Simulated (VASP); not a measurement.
# CdO (Monteponite) (Fm-3m) in VASP: notebook, part 2 of 2

VASP 6.6.1.

## Step 4: Single point, PBE

This run uses another cell than the first one, of 12.32 Å³/atom, 1.056 times its volume.

INCAR

```
PREC = Accurate ; ENCUT = 600
EDIFF = 1E-6 ; ISMEAR = -1
SIGMA = 0.1 ; LREAL = F
LASPH = T ; NELM = 120
ALGO = Normal ; ISIF = 2
LWAVE = F ; LCHARG = F
GGA = PE ; NBANDS = 16
GGA_COMPAT = F
```

KPOINTS

```
regular mesh
0
Gamma
  7 7 7
```

POSCAR

```
CdO
1.0
    0.0000000000      2.3096702716      2.3096702716
    2.3096702716      0.0000000000      2.3096702716
    2.3096702716      2.3096702716      0.0000000000
Cd O
1 1
Direct
    0.0000000000      0.0000000000      0.0000000000
    0.5000000000      0.5000000000      0.5000000000
```

Potentials or basis: VASP PAW PBE potentials, release 64 (Cd, O).

The run is started by

```console
> cat potpaw_PBE.64/Cd/POTCAR potpaw_PBE.64/O/POTCAR > POTCAR
> mpirun -np 1 vasp_std > vasp.out
```

OUTCAR:

```text
PREC = Accurate
   ENCUT = 600
   EDIFF = 1E-6
   ISMEAR = -1
   LREAL = F
   LASPH = T
   NELM = 120
   ISIF = 2
   GGA = PE

 ion  position               nearest neighbor table
   1  0.000  0.000  0.000-   2 2.31   2 2.31   2 2.31   2 2.31   2 2.31   2 2.31
   2  0.500  0.500  0.500-   1 2.31   1 2.31   1 2.31   1 2.31   1 2.31   1 2.31

  LATTYP: Found a face centered cubic cell.
 ALAT       =     4.6193405432

  Lattice vectors:

 A1 = (   0.0000000000,   2.3096702716,   2.3096702716)
 A2 = (   2.3096702716,   0.0000000000,   2.3096702716)
 A3 = (   2.3096702716,   2.3096702716,   0.0000000000)

Analysis of symmetry for initial positions (statically):
=====================================================================
 Subroutine PRICEL returns:
 Original cell was already a primitive cell.

 Routine SETGRP: Setting up the symmetry group for a
 face centered cubic supercell.

 Subroutine GETGRP returns: Found 48 space group operations
 (whereof 48 operations were pure point group operations)
 out of a pool of 48 trial point group operations.

The static configuration has the point symmetry O_h .

Analysis of symmetry for dynamics (positions and initial velocities):
=====================================================================
 Subroutine PRICEL returns:
 Original cell was already a primitive cell.

 Routine SETGRP: Setting up the symmetry group for a
 face centered cubic supercell.

 Subroutine GETGRP returns: Found 48 space group operations
 (whereof 48 operations were pure point group operations)
 out of a pool of 48 trial point group operations.

The dynamic configuration has the point symmetry O_h .

 Subroutine INISYM returns: Found 48 space group operations
 (whereof 48 operations are pure point group operations),
 and found     1 'primitive' translations

----------------------------------------------------------------------------------------

                                     Primitive cell

  volume of cell :      24.6422

  direct lattice vectors                    reciprocal lattice vectors
     0.000000000  2.309670272  2.309670272    -0.216481117  0.216481117  0.216481117
     2.309670272  0.000000000  2.309670272     0.216481117 -0.216481117  0.216481117
     2.309670272  2.309670272  0.000000000     0.216481117  0.216481117 -0.216481117

  length of vectors
     3.266367023  3.266367023  3.266367023     0.374956293  0.374956293  0.374956293

  position of ions in fractional coordinates (direct lattice)
     0.000000000  0.000000000  0.000000000
     0.500000000  0.500000000  0.500000000

  ion indices of the primitive-cell ions
   primitive index   ion index
                 1           1
                 2           2

----------------------------------------------------------------------------------------

 KPOINTS: regular mesh

Automatic generation of k-mesh.
 Grid dimensions read from file:
 generate k-points for:    7    7    7

 Generating k-lattice:

  Cartesian coordinates                     Fractional coordinates (reciprocal lattice)
    -0.030925874  0.030925874  0.030925874     0.142857143  0.000000000  0.000000000
     0.030925874 -0.030925874  0.030925874     0.000000000  0.142857143  0.000000000
     0.030925874  0.030925874 -0.030925874     0.000000000  0.000000000  0.142857143

  Length of vectors
     0.053565185  0.053565185  0.053565185

  Shift w.r.t. Gamma in fractional coordinates (k-lattice)
     0.000000000  0.000000000  0.000000000

 Subroutine IBZKPT returns following result:
 ===========================================

 Found     20 irreducible k-points:

 Following reciprocal coordinates:
            Coordinates               Weight
  0.000000  0.000000  0.000000      1.000000
  0.142857  0.000000  0.000000      8.000000
  0.285714  0.000000  0.000000      8.000000
  0.428571  0.000000  0.000000      8.000000
  0.142857  0.142857  0.000000      6.000000
  0.285714  0.142857  0.000000     24.000000
[... 12 lines left out ...]
 -0.428571  0.428571  0.142857     24.000000
 -0.285714  0.428571  0.142857     24.000000
   k-points           NKPTS =     20   k-points in BZ     NKDIM =     20   number of bands    NBANDS=     16
   number of dos      NEDOS =    301   number of ions     NIONS =      2
   total plane-waves  NPLWV =  21952
   dimension x,y,z NGX =    28 NGY =   28 NGZ =   28
   dimension x,y,z NGXF=    56 NGYF=   56 NGZF=   56
   ions per type =               1   1
   NGX,Y,Z   is equivalent  to a cutoff of  14.25, 14.25, 14.25 a.u.
   NGXF,Y,Z  is equivalent  to a cutoff of  28.50, 28.50, 28.50 a.u.
 SYSTEM =  unknown system
   PREC   = accura    normal or accurate (medium, high low for compatibility)
   ISTART =      0    job   : 0-new  1-cont  2-samecut
   ICHARG =      2    charge: 1-file 2-atom 10-const
   ISPIN  =      1    spin polarized calculation?
   LNONCOLLINEAR =      F non collinear calculations
   LSORBIT =      F    spin-orbit coupling
   LASPH  =      T    aspherical Exc in radial PAW
   ENCUT  =  600.0 eV  44.10 Ry    6.64 a.u.   6.52  6.52  6.52*2*pi/ulx,y,z
   NELM   =    120;   NELMIN=  2; NELMDL= -5     # of ELM steps
   EDIFF  = 0.1E-05   stopping-criterion for ELM
   LREAL  =      F    real-space projection
   EDIFFG = 0.1E-04   stopping-criterion for IOM
   NSW    =      0    number of steps for IOM
   IBRION =     -1    ionic relax: 0-MD 1-quasi-New 2-CG
   NFREE  =      0    steps in history (QN), initial steepest desc. (CG)
   ISIF   =      2    stress and relaxation
   ISYM   =      2    0-nonsym 1-usesym 2-fastsym
   POTIM  = 0.5000    time-step for ionic-motion
   TEBEG  =    0.0;   TEEND  =   0.0 temperature during run
   PSTRESS=    0.0 pullay stress
   NELECT =      18.0000    total number of electrons
   NUPDOWN=      -1.0000    fix difference up-down
   EMIN   =  10.00;   EMAX   =-10.00  energy-range for DOS
   EFERMI =   0.00;   METHOD = LEGACY
   ISMEAR =    -1;   SIGMA  =   0.10  broadening in eV -4-tet -1-fermi 0-gaus
   EFERMI_NEDOS =   21; number of points for ismear=-14 and -15
   IALGO  =     38    algorithm
   IMIX   =      4    mixing-type and parameters
     AMIX     =   0.40;   BMIX     =  1.00
     AMIX_MAG =   1.60;   BMIX_MAG =  1.00
  volume/ion in A,a.u.               =      12.32        83.15
  Fermi-wavevector in a.u.,A,eV,Ry     =   1.474367  2.786150 29.575785  2.173759
  Thomas-Fermi vector in A             =   2.589147
   LORBIT       =      0    0 simple, 1 ext, 2 COOP (PROOUT), +10 PAW based schemes
   GGA     = PE    functional components
   LHFCALC =     F    Hartree Fock is set to
   AEXX    =    0.0000 exact exchange contribution
   IVDW    =     0    specifies the selected vdW correction
   LEPSILON=     F    determine dielectric tensor
   LRPA    =     F    only Hartree local field effects (RPA)
 non-spin polarized calculation
  energy-cutoff  :      600.00
  volume of cell :       24.64
 maximum number of plane-waves:       869
 NGX is ok and might be reduce to    28
   NGX = 13   NGY = 13   NGZ = 13

 number of electron      18.0000002 magnetization

 Free energy of the ion-electron system (eV)
  ---------------------------------------------------
  ext. energy  EPLUGINS =         0.00000000
  ---------------------------------------------------
  free energy    TOTEN  =        -7.60219768 eV

  energy without entropy =       -7.59918292  energy(sigma->0) =       -7.60069030

 E-fermi :   2.8481     XC(G=0): -11.9918

 val. band max:        2.4730390681   @ k =   0.4286   0.0000   0.0000
 cond. band min:       3.8262392678   @ k =   0.1429   0.0000   0.0000
 fundamental gap:      1.3532001996
 Fermi energy:         2.8480705874

 k-point     1 :       0.0000    0.0000    0.0000
  band No.  band energies     occupation
      1     -15.2276      2.00000
      2      -4.2723      2.00000
      3      -4.2723      2.00000
      4      -4.2723      2.00000
      5      -3.9305      2.00000
      6      -3.9305      2.00000
[... 8 lines left out ...]
     15      21.4787      0.00000
     16      21.4787      0.00000
[... 343 lines left out ...]
 k-point    20 :      -0.2857    0.4286    0.1429
  band No.  band energies     occupation
      1     -14.3878      2.00000
      2      -4.7047      2.00000
      3      -4.4522      2.00000
      4      -4.3481      2.00000
      5      -3.5457      2.00000
      6      -3.3661      2.00000
[... 8 lines left out ...]
     15      22.8060      0.00000
     16      28.4993      0.00000

------------------------ aborting loop because EDIFF is reached ----------------------------------------

  FORCE on cell =-STRESS in cart. coord.  units (eV):
  Direction    XX          YY          ZZ          XY          YZ          ZX
  --------------------------------------------------------------------------------------
  -------------------------------------------------------------------------------------
  Total        2.5723859      2.5723859      2.5723859     -0.0000000      0.0000000      0.0000000
  in kB      167.2502412    167.2502412    167.2502412     -0.0000000      0.0000000      0.0000000
  external PRESSURE =     167.2502412 kB  Pullay stress =       0.0000000 kB

 VOLUME and BASIS-vectors are now :
 -----------------------------------------------------------------------------
  energy-cutoff  :      600.00
  volume of cell :       24.64
      direct lattice vectors                 reciprocal lattice vectors
     0.000000000  2.309670272  2.309670272    -0.216481117  0.216481117  0.216481117
     2.309670272  0.000000000  2.309670272     0.216481117 -0.216481117  0.216481117
     2.309670272  2.309670272  0.000000000     0.216481117  0.216481117 -0.216481117

 POSITION                                       TOTAL-FORCE (eV/Angst)
 -----------------------------------------------------------------------------------
      0.00000      0.00000      0.00000         0.000000     -0.000000      0.000000
      2.30967      2.30967      2.30967        -0.000000      0.000000     -0.000000
 -----------------------------------------------------------------------------------
    total drift:                                0.000000      0.000000      0.000000

  FREE ENERGIE OF THE ION-ELECTRON SYSTEM (eV)
  ---------------------------------------------------
  free  energy   TOTEN  =        -7.6021976833 eV

  energy  without entropy=       -7.5991829163  energy(sigma->0) =       -7.60069030
```

OSZICAR:

```text
N       E                     dE             d eps       ncg     rms          rms(c)
DAV:   1     0.125797753232E+03    0.12580E+03   -0.11704E+04   672   0.133E+03
DAV:   2    -0.577140088672E+01   -0.13157E+03   -0.12055E+03   712   0.307E+02
DAV:   3    -0.938948195331E+01   -0.36181E+01   -0.36122E+01   816   0.559E+01
DAV:   4    -0.939829050037E+01   -0.88085E-02   -0.88084E-02   784   0.266E+00
DAV:   5    -0.939831551047E+01   -0.25010E-04   -0.25010E-04   824   0.128E-01    0.114E+01
DAV:   6    -0.763488066006E+01    0.17634E+01   -0.45133E+00   824   0.375E+01    0.101E+01
DAV:   7    -0.762096223559E+01    0.13918E-01   -0.70387E-01   664   0.810E+00    0.530E+00
DAV:   8    -0.760601336953E+01    0.14949E-01   -0.90234E-02   656   0.272E+00    0.771E-01
DAV:   9    -0.760206373559E+01    0.39496E-02   -0.89822E-03   808   0.108E+00    0.106E-01
DAV:  10    -0.760217599716E+01   -0.11226E-03   -0.73923E-04   696   0.288E-01    0.444E-02
DAV:  11    -0.760220009415E+01   -0.24097E-04   -0.49883E-05   784   0.721E-02    0.221E-02
DAV:  12    -0.760219785421E+01    0.22399E-05   -0.79216E-06   720   0.285E-02    0.753E-03
DAV:  13    -0.760219768333E+01    0.17088E-06   -0.88814E-07   504   0.932E-03
   1 F= -.76021977E+01 E0= -.76006903E+01  d E =-.301477E-02
```

stdout:

```text
POSCAR found type information on POSCAR CdO
 POSCAR found :  2 types and       2 ions
 scaLAPACK will be used
 LDA part: xc-table for (Slater+PW92), standard interpolation
 POSCAR, INCAR and KPOINTS ok, starting setup
 FFT: planning ... GRIDC
 FFT: planning ... GRID_SOFT
 FFT: planning ... GRID
 WAVECAR not read
 entering main loop
```

Run time: 6.2 s. Hardware: 1 thread of Intel Xeon 6975P-C (Granite Rapids), shared host; peak memory 0.16 GiB.

What came out:

* Free energy: -7.6022 eV
* Pressure: 16.7 GPa
* Band gap on the k mesh: zero (band 9 reaches 2.47 eV, above the bottom of band 10 at 2.22 eV)

## Step 5: Single point, PBE

This run uses another cell than the first one, of 12.65 Å³/atom, 1.083 times its volume.

INCAR

```
SYSTEM = CdO
PREC = Accurate
ENCUT = 600
EDIFF = 1E-6
ISMEAR = -1
SIGMA = 0.1
LREAL = .FALSE.
LASPH = .TRUE.
NELM = 120
ALGO = Normal
ISIF = 2
LWAVE = .FALSE.
LCHARG = .FALSE.
GGA = PE
NBANDS = 16
GGA_COMPAT = .FALSE.
```

KPOINTS

```
regular mesh
0
G
  7 7 7
  0 0 0
```

POSCAR

```
CdO
1.0
    0.0000000000      2.3297553690      2.3297553690
    2.3297553690      0.0000000000      2.3297553690
    2.3297553690      2.3297553690      0.0000000000
Cd O
1 1
Direct
    0.0000000000      0.0000000000      0.0000000000
    0.5000000000      0.5000000000      0.5000000000
```

Potentials or basis: VASP PAW PBE potentials, release 64 (Cd, O).

The run is started by

```console
> cat potpaw_PBE.64/Cd/POTCAR potpaw_PBE.64/O/POTCAR > POTCAR
> mpirun -np 1 vasp_std > vasp.out
```

OUTCAR:

```text
SYSTEM = CdO
   PREC = Accurate
   ENCUT = 600
   EDIFF = 1E-6
   ISMEAR = -1
   LREAL = .FALSE.
   LASPH = .TRUE.
   NELM = 120
   ISIF = 2
   GGA = PE

 ion  position               nearest neighbor table
   1  0.000  0.000  0.000-   2 2.33   2 2.33   2 2.33   2 2.33   2 2.33   2 2.33
   2  0.500  0.500  0.500-   1 2.33   1 2.33   1 2.33   1 2.33   1 2.33   1 2.33

  LATTYP: Found a face centered cubic cell.
 ALAT       =     4.6595107380

  Lattice vectors:

[... 558 lines left out ...]
     16      27.8388      0.00000

------------------------ aborting loop because EDIFF is reached ----------------------------------------

  FORCE on cell =-STRESS in cart. coord.  units (eV):
  Direction    XX          YY          ZZ          XY          YZ          ZX
  --------------------------------------------------------------------------------------
  -------------------------------------------------------------------------------------
  Total        1.8533638      1.8533638      1.8533638      0.0000000      0.0000000      0.0000000
  in kB      117.4114072    117.4114072    117.4114072      0.0000000      0.0000000      0.0000000
  external PRESSURE =     117.4114072 kB  Pullay stress =       0.0000000 kB

 VOLUME and BASIS-vectors are now :
 -----------------------------------------------------------------------------
  energy-cutoff  :      600.00
  volume of cell :       25.29
      direct lattice vectors                 reciprocal lattice vectors
     0.000000000  2.329755369  2.329755369    -0.214614807  0.214614807  0.214614807
     2.329755369  0.000000000  2.329755369     0.214614807 -0.214614807  0.214614807
     2.329755369  2.329755369  0.000000000     0.214614807  0.214614807 -0.214614807

 POSITION                                       TOTAL-FORCE (eV/Angst)
 -----------------------------------------------------------------------------------
      0.00000      0.00000      0.00000         0.000000      0.000000      0.000000
      2.32976      2.32976      2.32976        -0.000000     -0.000000     -0.000000
 -----------------------------------------------------------------------------------
    total drift:                                0.000000      0.000000      0.000000

  FREE ENERGIE OF THE ION-ELECTRON SYSTEM (eV)
  ---------------------------------------------------
  free  energy   TOTEN  =        -7.6609460581 eV

  energy  without entropy=       -7.6579183662  energy(sigma->0) =       -7.65943221
```

OSZICAR:

```text
N       E                     dE             d eps       ncg     rms          rms(c)
DAV:   1     0.126189789857E+03    0.12619E+03   -0.11328E+04   672   0.129E+03
DAV:   2    -0.552967835671E+01   -0.13172E+03   -0.12003E+03   688   0.306E+02
DAV:   3    -0.945163640487E+01   -0.39220E+01   -0.39145E+01   808   0.578E+01
DAV:   4    -0.946141803418E+01   -0.97816E-02   -0.97814E-02   800   0.279E+00
DAV:   5    -0.946144599542E+01   -0.27961E-04   -0.27961E-04   784   0.133E-01    0.110E+01
DAV:   6    -0.770481173492E+01    0.17566E+01   -0.46848E+00   824   0.377E+01    0.968E+00
DAV:   7    -0.768016842842E+01    0.24643E-01   -0.70370E-01   648   0.806E+00    0.501E+00
DAV:   8    -0.766460836647E+01    0.15560E-01   -0.94298E-02   672   0.274E+00    0.752E-01
DAV:   9    -0.766081965958E+01    0.37887E-02   -0.86060E-03   816   0.101E+00    0.107E-01
DAV:  10    -0.766092007832E+01   -0.10042E-03   -0.73197E-04   704   0.291E-01    0.415E-02
DAV:  11    -0.766094997588E+01   -0.29898E-04   -0.58900E-05   752   0.756E-02    0.235E-02
DAV:  12    -0.766094621253E+01    0.37634E-05   -0.10156E-05   712   0.318E-02    0.685E-03
DAV:  13    -0.766094605815E+01    0.15439E-06   -0.98762E-07   536   0.937E-03
   1 F= -.76609461E+01 E0= -.76594322E+01  d E =-.302769E-02
```

stdout:

```text
POSCAR found type information on POSCAR CdO
 POSCAR found :  2 types and       2 ions
 scaLAPACK will be used
 LDA part: xc-table for (Slater+PW92), standard interpolation
 POSCAR, INCAR and KPOINTS ok, starting setup
 FFT: planning ... GRIDC
 FFT: planning ... GRID_SOFT
 FFT: planning ... GRID
 WAVECAR not read
 entering main loop
```

Run time: 7.1 s. Hardware: 1 thread of Intel Xeon 6975P-C (Granite Rapids), shared host; peak memory 0.15 GiB.

Results:

```
Free energy            : -7.6609 eV
Pressure               : 11.7 GPa
Band gap on the k mesh : zero (band 9 reaches 2.21 eV, above the bottom of band 10 at 1.90 eV)
```

## Step 6: Single point, PBE

This run uses another cell than the first one, of 12.97 Å³/atom, 1.111 times its volume.

INCAR

```
PREC = Accurate
ENCUT = 600
EDIFF = 1E-6
ISMEAR = -1
SIGMA = 0.1
LREAL = F
LASPH = T
NELM = 120
ALGO = Normal
ISIF = 2
LWAVE = F
LCHARG = T
GGA = PE
LELF = T
LVHAR = T
NBANDS = 16
GGA_COMPAT = F
```

KPOINTS

```
regular mesh
0
Gamma
  7 7 7
```

POSCAR

```
CdO
1.0
    0.0000000000      2.3495000000      2.3495000000
    2.3495000000      0.0000000000      2.3495000000
    2.3495000000      2.3495000000      0.0000000000
Cd O
1 1
Direct
    0.0000000000      0.0000000000      0.0000000000
    0.5000000000      0.5000000000      0.5000000000
```

Potentials or basis: VASP PAW PBE potentials, release 64 (Cd, O).

The run is started by

```console
> cat potpaw_PBE.64/Cd/POTCAR potpaw_PBE.64/O/POTCAR > POTCAR
> mpirun -np 1 vasp_std > vasp.out
```

Wall time 7 s (1 thread of Intel Xeon 6975P-C (Granite Rapids), shared host); peak memory 0.15 GiB.

The run converged. Its results:

| Item | Value |
| --- | --- |
| Free energy | -7.7010 eV |
| Pressure | 7.4 GPa |
| Band gap on the k mesh | zero (band 9 reaches 1.97 eV, above the bottom of band 10 at 1.61 eV) |

Levels at points of the mesh, in eV from the Fermi level:
```tsv
k point	band 5	band 6	band 7	band 8	band 9	band 10	band 11	band 12	band 13	band 14
(0.00, 0.00, 0.00)	-6.71	-6.71	-1.65	-1.65	-1.65	-0.74	14.68	16.72	16.72	16.72
```

## Step 7: Overview

```csv
cell,gap on the mesh (eV),pressure (GPa)
"a = 3.208 Å, angles 60.0°, 2 atoms",none,29.0
"a = 3.237 Å, angles 60.0°, 2 atoms",none,22.5
"a = 3.266 Å, angles 60.0°, 2 atoms",none,16.7
"a = 3.295 Å, angles 60.0°, 2 atoms",none,11.7
"a = 3.323 Å, angles 60.0°, 2 atoms",none,7.4
```

Alike in all rows: task single point; level PBE; potentials or basis VASP PAW PBE potentials, release 64 (Cd, O); no spin polarisation; k mesh 7 × 7 × 7; cutoff (eV) 600; smearing fermi-dirac 0.1 eV.

Total energies depend on the potentials used, so only differences within one code and one set of settings carry meaning.
